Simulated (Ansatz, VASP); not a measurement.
Two plane-wave programs on SnSe2

POSCAR

```
SnSe2
1.0
    3.9941827371      0.0000000000      0.0000000000
   -1.9970913685      3.4590637177      0.0000000000
    0.0000000000      0.0000000000      6.2571654532
Sn Se
1 2
Direct
    0.0000000000      0.0000000000      0.0000000000
    0.6666666667      0.3333333333      0.7564354291
    0.3333333333      0.6666666667      0.2435645709
```

File INCAR.step1:

```
  PREC = Accurate
  ENCUT = 520
  ISMEAR = 0
  SIGMA = 0.02
  LREAL = F
  LASPH = T
  NELM = 80
  NBANDS = 20
  GGA = PE
  ALGO = Normal
  EDIFF = 1E-4
  LWAVE = T
  LCHARG = F
```

The input INCAR.step2:

```
  PREC = Accurate
  ENCUT = 520
  EDIFF = 1E-6
  ISMEAR = 0
  SIGMA = 0.02
  LREAL = F
  LASPH = T
  NELM = 80
  ALGO = Normal
  ISIF = 2
  LWAVE = F
  LCHARG = T
  METAGGA = R2SCAN
  LMIXTAU = T
  LELF = T
  LVHAR = T
  NBANDS = 20
  ISTART = 1
```

KPOINTS

```
Automatic mesh
0
Gamma
  12 12 4
```

Input for Ansatz:

```yaml
crystal:
  lattice:
    - [3.9941827371, 0.0, 0.0]
    - [-1.9970913685, 3.4590637177, 0.0]
    - [0.0, 0.0, 6.2571654532]
  atoms:
    - { symbol: Sn, position: [0.0, 0.0, 0.0] }
    - { symbol: Se, position: [0.6666666667, 0.3333333333, 0.7564354291] }
    - { symbol: Se, position: [0.3333333333, 0.6666666667, 0.2435645709] }
basis:
  ecutwfc: 500
kpoints:
  mp_grid: { grid: [12, 12, 4] }
  band_path: { path: [VBM, CBM], npoints: 2 }
hamiltonian:
  xc: r2scan
scf:
  occupations: { method: gaussian, width: 0.02 }
output:
  forces: true
  stress: true
  eigenvalues: true
checkpoint:
  read: start.run
  write: ck
  compress: false
  write_wavefunctions: false
  write_every: 100000
```

Alike in both runs: task single point; functional r2SCAN; k mesh 12 × 12 × 4; occupations gaussian, width 0.02 eV; no spin polarisation.

```csv
,VASP,Ansatz
version,VASP 6.6.1,Ansatz 0.2.0
potentials or method,"VASP PAW PBE potentials, release 64 (Sn_d, Se), cutoff 520 eV","scalar-relativistic, plane waves, PAW"
valence electrons in the cell,26,46
```

VASP gave:

```
gap on the k mesh at the Fermi level (eV)                     : 0.71
least direct gap on the mesh (eV)                             : 0.71
pressure (GPa)                                                : -2.8
traceless stress, the component that is largest in VASP (GPa) : 2.79
rms of the force components (eV/Å)                            : 0.004
```

Question: What did Ansatz give for the same quantities?

Answer: gap on the k mesh at the Fermi level (eV): 0.72; least direct gap on the mesh (eV): 0.72; pressure (GPa): -2.8; traceless stress, the component that is largest in VASP (GPa): 2.80; rms of the force components (eV/Å): 0.000.

VASP's potentials were made for PBE, not for r2SCAN. Atom by atom the forces differ by 0.004 eV/Å (rms over components). The functional is the same, so the differences come from potentials, cutoffs and numerics. VASP's potentials hold 26 valence electrons a cell and Ansatz's 46, so a difference there can come from the potentials and not from the codes.
